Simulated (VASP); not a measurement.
Crystal: MoS2.

```xyz
3
Lattice="1.6642 0.9608 5.3808 -1.6642 0.9608 5.3808 0.0000 -1.9217 5.3808" Properties=species:S:1:pos:R:3 pbc="T T T"
Mo    0.0000    0.0000    0.0003
S     0.0000    0.0000   12.1642
S     0.0000    0.0000    9.3581
```

This cell differs from its parent crystal: ratio of the length along z to the lengths across it x 0.85, volume and fractional coordinates fixed.

Base run:

```yaml
Program: VASP 6.6.1
Functional: PBE
Dispersion: D3(BJ)
Potentials_or_basis: VASP PAW PBE potentials, release 64 (Mo_sv, S)
Cutoff: 520 eV
k_mesh: 12 × 12 × 12
Occupations: gaussian, width 0.05 eV
Spin: no spin polarisation
```

Its results: band gap on the k mesh zero (band 13 reaches 8.93 eV, above the bottom of band 14 at 8.15 eV); pressure 1.8 GPa; largest force 1.790 eV/Å.

**Question.** The run is repeated on the same cell with these changes: functional from PBE to PBEsol; further incar settings from ALGO = Normal; EDIFF = 1e-07; NBANDS = 20 to ALGO = Normal; EDIFF = 1e-06; NBANDS = 20. What comes out?

**Answer.** Band gap on the k mesh zero (band 13 reaches 8.85 eV, above the bottom of band 14 at 8.05 eV); pressure -2.7 GPa; largest force 1.578 eV/Å.

Caveats: pairwise dispersion overbinds metals, which lowers pressure and volume; forces of over 1 eV/Å act on the atoms, so gaps and moduli don't describe the material at rest (some runs); the PAW data sets were made with another functional, which shifts forces and pressure a little (some runs).
